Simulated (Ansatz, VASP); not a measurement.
**CoSi: VASP beside Ansatz**

```
CELL_PARAMETERS angstrom
4.29358 0.00000 0.00000
0.00000 4.29358 0.00000
0.00000 0.00000 4.29358
ATOMIC_POSITIONS crystal
Co 0.14730 0.14730 0.14730
Co 0.35270 0.85270 0.64730
Co 0.64730 0.35270 0.85270
Co 0.85270 0.64730 0.35270
Si 0.84427 0.84427 0.84427
Si 0.65573 0.15573 0.34427
Si 0.34427 0.65573 0.15573
Si 0.15573 0.34427 0.65573
```

Alike in both runs: functional r2SCAN; k mesh 8 × 8 × 8; occupations gaussian, width 0.1 eV; no spin polarisation.

Ansatz relaxed the structure, and its values are those at the end. VASP's run is a single point on that final structure, the one shown.

```csv
,VASP,Ansatz
version,VASP 6.6.1,Ansatz 0.2.0
potentials or method,"VASP PAW PBE potentials, release 64 (Co, Si), cutoff 520 eV","scalar-relativistic, plane waves, PAW"
valence electrons in the cell,52,84
```

|  | VASP | Ansatz | Ansatz less VASP |
| --- | --- | --- | --- |
| gap on the k mesh at the Fermi level (eV) | none | none | - |
| pressure (GPa) | 17.8 | 17.6 | -0.24 |
| rms of the force components (eV/Å) | 0.003 | 0.001 | -0.0025 |

VASP's potentials were made for PBE, not for r2SCAN. A gap of «none» marks a metal or a gap that the smearing closes. VASP's potentials hold 52 valence electrons a cell and Ansatz's 84, so a difference there can come from the potentials and not from the codes. Ansatz's warnings: stress scf threshold loose.
